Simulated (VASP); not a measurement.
Here is a VASP 6.6.1 calculation.

INCAR

```
  PREC = Accurate
  ENCUT = 600
  EDIFF = 1E-6
  ISMEAR = 0
  SIGMA = 0.01
  LREAL = False
  LASPH = True
  NELM = 120
  ALGO = Normal
  ISIF = 2
  LWAVE = False
  LCHARG = False
  GGA = CA
  NBANDS = 11
  GGA_COMPAT = False
```

File KPOINTS:

```
Automatic mesh
0
Gamma
  12 12 8
```

The input POSCAR:

```
MgO
1.0
    3.0143671445      0.0000000000      0.0000000000
   -1.5071830593      2.6105187052      0.0000000000
    0.0000000000      0.0000000000      2.7493130069
Mg O
1 1
Direct
    0.0000000000      0.0000000000      0.0000000000
    0.3333333333      0.6666666667      0.5000000000
```

Potentials or basis: VASP PAW LDA potentials, release 64 (Mg, O).

Run with:

```console
$ cat potpaw_LDA.64/Mg/POTCAR potpaw_LDA.64/O/POTCAR > POTCAR
$ mpirun -np 1 vasp_std > vasp.out
```

Question: Estimate the band gap on the k mesh.

Answer: 2.40 eV (least direct gap 2.79 eV).

Question: What does it give for the pressure?

Answer: -18.8 GPa.

Stress tensor (GPa, compression positive):
```
-17.61   0.00   0.00
  0.00 -17.61   0.00
  0.00   0.00 -21.12
```

Caveat: the cell stands under tension. A k mesh can miss the band edges.
